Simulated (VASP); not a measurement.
# Mo (Im-3m) in VASP: notebook

Mo is run at these levels: r2SCAN, r2SCAN+D3(BJ); tasks: single point.

Program: VASP 6.6.1. These are calculated values, not measurements. Logs are shortened: lines on timing, memory, paths and dates and some standing lists are left out, and cuts for length are marked.

**1. The cell of the first run**

Symmetry: Im-3m, No. 229, cubic system. Conventional cell: a = 3.164 Å, b = 3.164 Å, c = 3.164 Å, α = 90.00°, β = 90.00°, γ = 90.00°. Within 3.6 Å of Mo (site symmetry m-3m) lie 14 Mo at 2.74 to 3.16 Å.

**2. Single point, r2SCAN**

Input file POSCAR:

```
Mo
1.0
   -1.5821900000      1.5821900000      1.5821900000
    1.5821900000     -1.5821900000      1.5821900000
    1.5821900000      1.5821900000     -1.5821900000
Mo
1
Direct
    0.0000000000      0.0000000000      0.0000000000
```

Input file INCAR.step1:

```
SYSTEM = Mo
PREC = Accurate ; ENCUT = 520
ISMEAR = -1 ; SIGMA = 0.1
LREAL = .FALSE. ; LASPH = .TRUE.
NELM = 60 ; NBANDS = 13
GGA = PE ; ALGO = Normal
EDIFF = 1E-4 ; LWAVE = .TRUE.
LCHARG = .FALSE.
```

Input file INCAR.step2:

```
SYSTEM = Mo
PREC = Accurate ; ENCUT = 520
EDIFF = 1E-6 ; ISMEAR = -1
SIGMA = 0.1 ; LREAL = .FALSE.
LASPH = .TRUE. ; NELM = 60
ALGO = Normal ; ISIF = 2
LWAVE = .FALSE. ; LCHARG = .FALSE.
METAGGA = R2SCAN ; LMIXTAU = .TRUE.
NBANDS = 13 ; ISTART = 1
```

Input file KPOINTS:

```
Automatic mesh
0
G
  8 8 8
  0 0 0
```

Potentials or basis: VASP PAW PBE potentials, release 64 (Mo_sv).

Started as:

```bash
$ cat potpaw_PBE.64/Mo_sv/POTCAR > POTCAR
$ cp INCAR.step1 INCAR
$ mpirun -np 1 vasp_std > vasp.out
$ cp INCAR.step2 INCAR
$ mpirun -np 1 vasp_std > vasp.out
```

OUTCAR:

```text
SYSTEM = Mo
   PREC = Accurate
   ENCUT = 520
   EDIFF = 1E-6
   ISMEAR = -1
   LREAL = .FALSE.
   LASPH = .TRUE.
   NELM = 60
   ISIF = 2
   METAGGA = R2SCAN
   ISTART = 1

 ion  position               nearest neighbor table
   1  0.000  0.000  0.000-

  LATTYP: Found a body centered cubic cell.
 ALAT       =     3.1643800000

  Lattice vectors:

 A1 = (  -1.5821900000,   1.5821900000,   1.5821900000)
 A2 = (   1.5821900000,  -1.5821900000,   1.5821900000)
 A3 = (   1.5821900000,   1.5821900000,  -1.5821900000)

Analysis of symmetry for initial positions (statically):
=====================================================================
 Subroutine PRICEL returns:
 Original cell was already a primitive cell.

 Routine SETGRP: Setting up the symmetry group for a
 body centered cubic supercell.

 Subroutine GETGRP returns: Found 48 space group operations
 (whereof 48 operations were pure point group operations)
 out of a pool of 48 trial point group operations.

The static configuration has the point symmetry O_h .

Analysis of symmetry for dynamics (positions and initial velocities):
=====================================================================
 Subroutine PRICEL returns:
 Original cell was already a primitive cell.

 Routine SETGRP: Setting up the symmetry group for a
 body centered cubic supercell.

 Subroutine GETGRP returns: Found 48 space group operations
 (whereof 48 operations were pure point group operations)
 out of a pool of 48 trial point group operations.

The dynamic configuration has the point symmetry O_h .

 Subroutine INISYM returns: Found 48 space group operations
 (whereof 48 operations are pure point group operations),
 and found     1 'primitive' translations

----------------------------------------------------------------------------------------

                                     Primitive cell

  volume of cell :      15.8429

  direct lattice vectors                    reciprocal lattice vectors
    -1.582190000  1.582190000  1.582190000     0.000000000  0.316017672  0.316017672
     1.582190000 -1.582190000  1.582190000     0.316017672  0.000000000  0.316017672
     1.582190000  1.582190000 -1.582190000     0.316017672  0.316017672  0.000000000

  length of vectors
     2.740433467  2.740433467  2.740433467     0.446916477  0.446916477  0.446916477

  position of ions in fractional coordinates (direct lattice)
     0.000000000  0.000000000  0.000000000

  ion indices of the primitive-cell ions
   primitive index   ion index
                 1           1

----------------------------------------------------------------------------------------

 KPOINTS: Automatic mesh

Automatic generation of k-mesh.
 Grid dimensions read from file:
 generate k-points for:    8    8    8

 Generating k-lattice:

  Cartesian coordinates                     Fractional coordinates (reciprocal lattice)
     0.000000000  0.039502209  0.039502209     0.125000000  0.000000000  0.000000000
     0.039502209  0.000000000  0.039502209     0.000000000  0.125000000  0.000000000
     0.039502209  0.039502209  0.000000000     0.000000000  0.000000000  0.125000000

  Length of vectors
     0.055864560  0.055864560  0.055864560

  Shift w.r.t. Gamma in fractional coordinates (k-lattice)
     0.000000000  0.000000000  0.000000000

 Subroutine IBZKPT returns following result:
 ===========================================

 Found     29 irreducible k-points:

 Following reciprocal coordinates:
            Coordinates               Weight
  0.000000  0.000000  0.000000      1.000000
  0.125000  0.000000  0.000000     12.000000
  0.250000  0.000000  0.000000     12.000000
  0.375000  0.000000  0.000000     12.000000
  0.500000  0.000000  0.000000      6.000000
  0.125000  0.125000  0.000000     24.000000
[... 16 lines left out ...]
 -0.250000  0.250000  0.250000      6.000000
 -0.375000  0.375000  0.250000     24.000000
 [... further k-points ...]
   k-points           NKPTS =     29   k-points in BZ     NKDIM =     29   number of bands    NBANDS=     13
   number of dos      NEDOS =    301   number of ions     NIONS =      1
   total plane-waves  NPLWV =   8000
   dimension x,y,z NGX =    20 NGY =   20 NGZ =   20
   dimension x,y,z NGXF=    40 NGYF=   40 NGZF=   40
   ions per type =               1
   NGX,Y,Z   is equivalent  to a cutoff of  12.13, 12.13, 12.13 a.u.
   NGXF,Y,Z  is equivalent  to a cutoff of  24.27, 24.27, 24.27 a.u.
 SYSTEM =  Mo
   PREC   = accura    normal or accurate (medium, high low for compatibility)
   ISTART =      1    job   : 0-new  1-cont  2-samecut
   ICHARG =      0    charge: 1-file 2-atom 10-const
   ISPIN  =      1    spin polarized calculation?
   LNONCOLLINEAR =      F non collinear calculations
   LSORBIT =      F    spin-orbit coupling
   LASPH  =      T    aspherical Exc in radial PAW
   ENCUT  =  520.0 eV  38.22 Ry    6.18 a.u.   5.10  5.10  5.10*2*pi/ulx,y,z
   NELM   =     60;   NELMIN=  2; NELMDL=  0     # of ELM steps
   EDIFF  = 0.1E-05   stopping-criterion for ELM
   LREAL  =      F    real-space projection
   EDIFFG = 0.1E-04   stopping-criterion for IOM
   NSW    =      0    number of steps for IOM
   IBRION =     -1    ionic relax: 0-MD 1-quasi-New 2-CG
   NFREE  =      0    steps in history (QN), initial steepest desc. (CG)
   ISIF   =      2    stress and relaxation
   ISYM   =      2    0-nonsym 1-usesym 2-fastsym
   POTIM  = 0.5000    time-step for ionic-motion
   TEBEG  =    0.0;   TEEND  =   0.0 temperature during run
   PSTRESS=    0.0 pullay stress
   NELECT =      14.0000    total number of electrons
   NUPDOWN=      -1.0000    fix difference up-down
   EMIN   =  10.00;   EMAX   =-10.00  energy-range for DOS
   EFERMI =   0.00;   METHOD = LEGACY
   ISMEAR =    -1;   SIGMA  =   0.10  broadening in eV -4-tet -1-fermi 0-gaus
   EFERMI_NEDOS =   21; number of points for ismear=-14 and -15
   IALGO  =     38    algorithm
   IMIX   =      4    mixing-type and parameters
     AMIX     =   0.40;   BMIX     =  1.00
     AMIX_MAG =   1.60;   BMIX_MAG =  1.00
  volume/ion in A,a.u.               =      15.84       106.91
  Fermi-wavevector in a.u.,A,eV,Ry     =   1.570986  2.968732 33.579122  2.467996
  Thomas-Fermi vector in A             =   2.672637
   LORBIT       =      0    0 simple, 1 ext, 2 COOP (PROOUT), +10 PAW based schemes
   METAGGA = R2SCAN    functional components
   LHFCALC =     F    Hartree Fock is set to
   AEXX    =    0.0000 exact exchange contribution
   IVDW    =     0    specifies the selected vdW correction
   LEPSILON=     F    determine dielectric tensor
   LRPA    =     F    only Hartree local field effects (RPA)
 non-spin polarized calculation
  energy-cutoff  :      520.00
  volume of cell :       15.84
 maximum number of plane-waves:       436
   NGX = 11   NGY = 11   NGZ = 11

 number of electron      14.0000004 magnetization

 Free energy of the ion-electron system (eV)
  ---------------------------------------------------
  ext. energy  EPLUGINS =         0.00000000
  ---------------------------------------------------
  free energy    TOTEN  =       -26.06975132 eV

  energy without entropy =      -26.04680445  energy(sigma->0) =      -26.05827788

 E-fermi :  12.2216     XC(G=0): -14.5532

 val. band max:       12.0317932932   @ k =   0.3750   0.1250   0.0000
 cond. band min:      12.2497563601   @ k =   0.3750   0.0000   0.0000
 fundamental gap:      0.2179630669
 Fermi energy:        12.2215627606

 k-point     1 :       0.0000    0.0000    0.0000
  band No.  band energies     occupation
      1     -50.9007      2.00000
      2     -23.4035      2.00000
      3     -23.4035      2.00000
      4     -23.4035      2.00000
      5       4.7133      2.00000
      6      10.9302      2.00000
      7      10.9302      2.00000
      8      10.9302      2.00000
      9      14.2199      0.00000
     10      14.2199      0.00000
     11      27.8070      0.00000
     12      27.8070      0.00000
     13      27.8070      0.00000

 k-point     2 :       0.1250    0.0000    0.0000
  band No.  band energies     occupation
      1     -50.8608      2.00000
      2     -23.6281      2.00000
      3     -23.4727      2.00000
      4     -23.4051      2.00000
      5       5.3979      2.00000
      6      10.5518      2.00000
      7      10.8335      2.00000
      8      11.5874      1.99648
      9      13.7610      0.00000
     10      14.2342      0.00000
     11      28.2238      0.00000
     12      28.9313      0.00000
     13      28.9795      0.00000

 k-point     3 :       0.2500    0.0000    0.0000
  band No.  band energies     occupation
      1     -50.7635      2.00000
      2     -24.1502      2.00000
      3     -23.6366      2.00000
      4     -23.4091      2.00000
      5       6.7869      2.00000
      6       9.7516      2.00000
      7      10.6997      2.00000
      8      13.4077      0.00001
      9      13.6227      0.00000
     10      14.3722      0.00000
     11      27.7518      0.00000
     12      29.0590      0.00000
     13      32.0770      0.00000
[... 305 lines left out ...]
 k-point    23 :      -0.2500    0.2500    0.2500
  band No.  band energies     occupation
      1     -50.6463      2.00000
      2     -24.1782      2.00000
      3     -23.8907      2.00000
      4     -23.8907      2.00000
      5       8.3901      2.00000
      6       9.6908      2.00000
      7      11.6690      1.99207
      8      11.6690      1.99207
      9      13.2232      0.00009
     10      15.9791      0.00000
     11      28.2622      0.00000
     12      31.1263      0.00000
     13      31.5584      0.00000

 k-point    24 :      -0.3750    0.3750    0.2500
  band No.  band energies     occupation
      1     -50.5620      2.00000
      2     -24.4751      2.00000
      3     -24.0642      2.00000
      4     -23.9339      2.00000
      5       8.3133      2.00000
      6       8.8898      2.00000
      7      11.6647      1.99240
      8      12.5460      0.07506
      9      15.2774      0.00000
     10      17.5300      0.00000
     11      26.6221      0.00000
     12      28.7064      0.00000
     13      29.8470      0.00000

 [... further k-points ...]

------------------------ aborting loop because EDIFF is reached ----------------------------------------

  FORCE on cell =-STRESS in cart. coord.  units (eV):
  Direction    XX          YY          ZZ          XY          YZ          ZX
  --------------------------------------------------------------------------------------
  -------------------------------------------------------------------------------------
  Total       -0.1628825     -0.1628825     -0.1628825      0.0000000     -0.0000000      0.0000000
  in kB      -16.4721065    -16.4721065    -16.4721065      0.0000000     -0.0000000      0.0000000
  external PRESSURE =     -16.4721065 kB  Pullay stress =       0.0000000 kB

 VOLUME and BASIS-vectors are now :
 -----------------------------------------------------------------------------
  energy-cutoff  :      520.00
  volume of cell :       15.84
      direct lattice vectors                 reciprocal lattice vectors
    -1.582190000  1.582190000  1.582190000     0.000000000  0.316017672  0.316017672
     1.582190000 -1.582190000  1.582190000     0.316017672  0.000000000  0.316017672
     1.582190000  1.582190000 -1.582190000     0.316017672  0.316017672  0.000000000

 POSITION                                       TOTAL-FORCE (eV/Angst)
 -----------------------------------------------------------------------------------
      0.00000      0.00000      0.00000        -0.000000      0.000000     -0.000000
 -----------------------------------------------------------------------------------
    total drift:                                0.000000     -0.000000      0.000000

  FREE ENERGIE OF THE ION-ELECTRON SYSTEM (eV)
  ---------------------------------------------------
  free  energy   TOTEN  =       -26.0697513165 eV

  energy  without entropy=      -26.0468044530  energy(sigma->0) =      -26.05827788
```

Wall time 14 s (1 thread of Intel Xeon 6975P-C (Granite Rapids), shared host); peak memory 0.12 GiB.

Results:

```yaml
Free_energy: -26.0698 eV
Pressure: -1.6 GPa
Band_gap_on_the_k_mesh: zero (band 7 reaches 16.39 eV, above the bottom of band 8 at 10.93 eV)
```

Levels at points of the mesh, in eV from the Fermi level:
| k point | band 4 | band 5 | band 6 | band 7 | band 8 | band 9 | band 10 | band 11 |
| --- | --- | --- | --- | --- | --- | --- | --- | --- |
| (0.00, 0.00, 0.00) | -35.63 | -7.51 | -1.29 | -1.29 | -1.29 | 2.00 | 2.00 | 15.59 |
| (0.50, 0.00, 0.00) | -35.64 | -5.40 | -3.41 | 1.64 | 1.97 | 2.66 | 4.94 | 12.14 |
| (0.50, 0.50, 0.50) | -36.62 | -5.43 | -5.43 | 4.17 | 4.17 | 4.17 | 9.48 | 9.48 |

Caveat: the PAW data sets were made with another functional, which shifts forces and pressure a little.

**3. Single point, r2SCAN+D3(BJ)**

POSCAR is that of step 2.

Input file INCAR.step1:

```
PREC = Accurate ; ENCUT = 520
ISMEAR = -1 ; SIGMA = 0.1
LREAL = F ; LASPH = T
NELM = 80 ; NBANDS = 13
GGA = PE ; ALGO = Normal
EDIFF = 1E-4 ; LWAVE = T
LCHARG = F
```

Input file INCAR.step2:

```
PREC = Accurate ; ENCUT = 520
EDIFF = 1E-7 ; ISMEAR = -1
SIGMA = 0.1 ; LREAL = F
LASPH = T ; NELM = 80
ALGO = Normal ; ISIF = 2
LWAVE = F ; LCHARG = T
METAGGA = R2SCAN ; LMIXTAU = T
IVDW = 12 ; VDW_S6 = 1.0
VDW_S8 = 0.78981345 ; VDW_A1 = 0.49484001
VDW_A2 = 5.73083694 ; LELF = T
LVHAR = T ; NBANDS = 13
ISTART = 1
```

Input file KPOINTS:

```
Automatic mesh
0
Gamma
  8 8 8
  0.5 0.5 0.5
```

Potentials or basis: VASP PAW PBE potentials, release 64 (Mo_sv).

Started as:

```bash
$ cat potpaw_PBE.64/Mo_sv/POTCAR > POTCAR
$ cp INCAR.step1 INCAR
$ mpirun -np 1 vasp_std > vasp.out
$ cp INCAR.step2 INCAR
$ mpirun -np 1 vasp_std > vasp.out
```

OUTCAR:

```text
PREC = Accurate
   ENCUT = 520
   EDIFF = 1E-7
   ISMEAR = -1
   LREAL = F
   LASPH = T
   NELM = 80
   ISIF = 2
   METAGGA = R2SCAN
   IVDW = 12
   ISTART = 1
 IVDW          = 12

 ion  position               nearest neighbor table
   1  0.000  0.000  0.000-

  LATTYP: Found a body centered cubic cell.
 ALAT       =     3.1643800000

  Lattice vectors:

 A1 = (  -1.5821900000,   1.5821900000,   1.5821900000)
 A2 = (   1.5821900000,  -1.5821900000,   1.5821900000)
[... 561 lines left out ...]
     12      25.9049      0.00000
     13      31.0915      0.00000

 [... further k-points ...]

------------------------ aborting loop because EDIFF is reached ----------------------------------------

 Edisp (eV)   -0.33252

 E8    (eV) :    -0.1255

  FORCE on cell =-STRESS in cart. coord.  units (eV):
  Direction    XX          YY          ZZ          XY          YZ          ZX
  --------------------------------------------------------------------------------------
  -------------------------------------------------------------------------------------
  Total      -0.55538    -0.55538    -0.55538     0.00000     0.00000     0.00000
  in kB     -56.16448   -56.16448   -56.16448     0.00000     0.00000     0.00000
  external pressure =      -56.16 kB  Pullay stress =        0.00 kB

 VOLUME and BASIS-vectors are now :
 -----------------------------------------------------------------------------
  energy-cutoff  :      520.00
  volume of cell :       15.84
      direct lattice vectors                 reciprocal lattice vectors
    -1.582190000  1.582190000  1.582190000     0.000000000  0.316017672  0.316017672
     1.582190000 -1.582190000  1.582190000     0.316017672  0.000000000  0.316017672
     1.582190000  1.582190000 -1.582190000     0.316017672  0.316017672  0.000000000

 POSITION                                       TOTAL-FORCE (eV/Angst)
 -----------------------------------------------------------------------------------
      0.00000      0.00000      0.00000        -0.000000     -0.000000      0.000000
 -----------------------------------------------------------------------------------
    total drift:                                0.000000     -0.000000      0.000000

  FREE ENERGIE OF THE ION-ELECTRON SYSTEM (eV)
  ---------------------------------------------------
  free  energy   TOTEN  =       -26.4166599635 eV

  energy  without entropy=      -26.3900714885  energy(sigma->0) =      -26.40336573
```

OSZICAR.step1:

```text
N       E                     dE             d eps       ncg     rms          rms(c)
DAV:   1     0.991921426270E+02    0.99192E+02   -0.82614E+03   684   0.112E+03
DAV:   2    -0.102859614897E+02   -0.10948E+03   -0.10521E+03   801   0.322E+02
DAV:   3    -0.116088073565E+02   -0.13228E+01   -0.13200E+01   736   0.351E+01
DAV:   4    -0.116118369268E+02   -0.30296E-02   -0.30295E-02   756   0.205E+00
DAV:   5    -0.116118591870E+02   -0.22260E-04   -0.22260E-04   738   0.150E-01    0.143E+01
DAV:   6    -0.110246093066E+02    0.58725E+00   -0.73465E-01   691   0.105E+01    0.380E+00
DAV:   7    -0.109476741069E+02    0.76935E-01   -0.14048E-01   736   0.437E+00    0.960E-01
DAV:   8    -0.109442834405E+02    0.33907E-02   -0.42393E-03   701   0.836E-01    0.171E-01
DAV:   9    -0.109443333920E+02   -0.49952E-04   -0.13675E-04   640   0.149E-01
   1 F= -.10944333E+02 E0= -.10929437E+02  d E =-.297929E-01
```

Wall time 17 s (1 thread of Intel Xeon 6975P-C (Granite Rapids), shared host); peak memory 0.13 GiB.

What came out:

* Free energy: -26.4167 eV
* Pressure: -5.6 GPa
* Band gap on the k mesh: zero (band 7 reaches 15.51 eV, above the bottom of band 8 at 11.10 eV)
* Dispersion energy per atom: -0.333 eV

Caveat: three body term missing; the PAW data sets were made with another functional, which shifts forces and pressure a little; pairwise dispersion overbinds metals, which lowers pressure and volume.

**4. Single point, r2SCAN**

POSCAR is that of step 3.

Input file INCAR.step1:

```
SYSTEM = Mo
PREC = Accurate ; ENCUT = 520
ISMEAR = -1 ; SIGMA = 0.1
LREAL = .FALSE. ; LASPH = .TRUE.
NELM = 60 ; NBANDS = 13
GGA = PE ; ALGO = Normal
EDIFF = 1E-4 ; LWAVE = .TRUE.
LCHARG = .FALSE.
```

Input file INCAR.step2:

```
SYSTEM = Mo
PREC = Accurate ; ENCUT = 520
EDIFF = 1E-6 ; ISMEAR = -1
SIGMA = 0.1 ; LREAL = .FALSE.
LASPH = .TRUE. ; NELM = 60
ALGO = Normal ; ISIF = 2
LWAVE = .FALSE. ; LCHARG = .FALSE.
METAGGA = R2SCAN ; LMIXTAU = .TRUE.
NBANDS = 13 ; ISTART = 1
```

Input file KPOINTS:

```
regular mesh
0
G
  15 15 15
  0 0 0
```

Started as:

```bash
$ cat potpaw_PBE.64/Mo_sv/POTCAR > POTCAR
$ cp INCAR.step1 INCAR
$ mpirun -np 1 vasp_std > vasp.out
$ cp INCAR.step2 INCAR
$ mpirun -np 1 vasp_std > vasp.out
```

Run time: 2 min. Hardware: 1 thread of Intel Xeon 8259CL, shared host; peak memory 0.14 GiB.

Results (log left out):

```
Free energy            : -26.0861 eV
Pressure               : -2.3 GPa
Band gap on the k mesh : zero (band 7 reaches 16.10 eV, above the bottom of band 8 at 10.94 eV)
```

Levels at points of the mesh, in eV from the Fermi level:
```
           k point  band 5  band 6  band 7  band 8  band 9  band 10
(0.00, 0.00, 0.00)   -7.59   -1.37   -1.37   -1.37    1.92     1.92
```

Caveat: the PAW data sets were made with another functional, which shifts forces and pressure a little.

**5. Summary**

| level | k mesh | gap on the mesh (eV) | pressure (GPa) |
| --- | --- | --- | --- |
| r2SCAN | 8 × 8 × 8 | none | -1.6 |
| r2SCAN+D3(BJ) | 8 × 8 × 8, shifted | none | -5.6 |
| r2SCAN | 15 × 15 × 15 | none | -2.3 |

Alike in all rows: task single point; potentials or basis VASP PAW PBE potentials, release 64 (Mo_sv); no spin polarisation; cell as given; cutoff (eV) 520; smearing fermi-dirac 0.1 eV.

Every run on the cell as given and a fine mesh finds a metal. The pressure there spans -5.6 GPa (r2SCAN+D3(BJ)) to -1.6 GPa (r2SCAN); a positive pressure means that this level wants a larger cell, a negative one a smaller.

Caveats: the PAW data sets were made with another functional, which shifts forces and pressure a little; three body term missing (some runs); pairwise dispersion overbinds metals, which lowers pressure and volume (some runs).

Total energies depend on the potentials used, so only differences within one code and one set of settings carry meaning.
